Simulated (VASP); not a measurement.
Runs of VASP 6.6.1 on InO. The structure is that of space group P-6m2 (No. 187), or close to it. The cells are those of the table. 

| cell | gap on the mesh (eV) | largest force (eV/Å) |
| --- | --- | --- |
| a = 3.646, b = 3.646, c = 14.247 Å, angles 90.0, 90.0, 120.0°, 4 atoms | (a) | 2.15 |
| a = 3.720, b = 3.720, c = 13.682 Å, angles 90.0, 90.0, 120.0°, 4 atoms | 0.08 | 3.42 |
| a = 3.164, b = 3.164, c = 18.912 Å, angles 90.0, 90.0, 120.0°, 4 atoms | none | 1.21 |
| a = 3.551, b = 3.551, c = 15.019 Å, angles 90.0, 90.0, 120.0°, 4 atoms | 0.38 | 0.93 |
| a = 3.346, b = 3.346, c = 16.919 Å, angles 90.0, 90.0, 120.0°, 4 atoms | none | 0.72 |

Alike in all rows: task single point; level PBEsol+D3(BJ); potentials or basis VASP PAW PBE potentials, release 64 (In_d, O); no spin polarisation; k mesh 12 × 12 × 4; cutoff (eV) 520; smearing gaussian 0.03 eV.

Question: Fill in the values left out.

Answer: (a) 0.21.

Caveats: there is no dipole correction, which matters where the two faces differ; the PAW data sets were made with another functional, which shifts forces and pressure a little; spin-orbit coupling is left out, which moves the levels of the heavy elements; semilocal functionals underestimate gaps, and a narrow one can read as zero (at least some runs).

A k mesh can miss the band edges, and the runs leave out spin-orbit coupling on In.

A gap of «none» marks levels without a gap at the run's occupations.
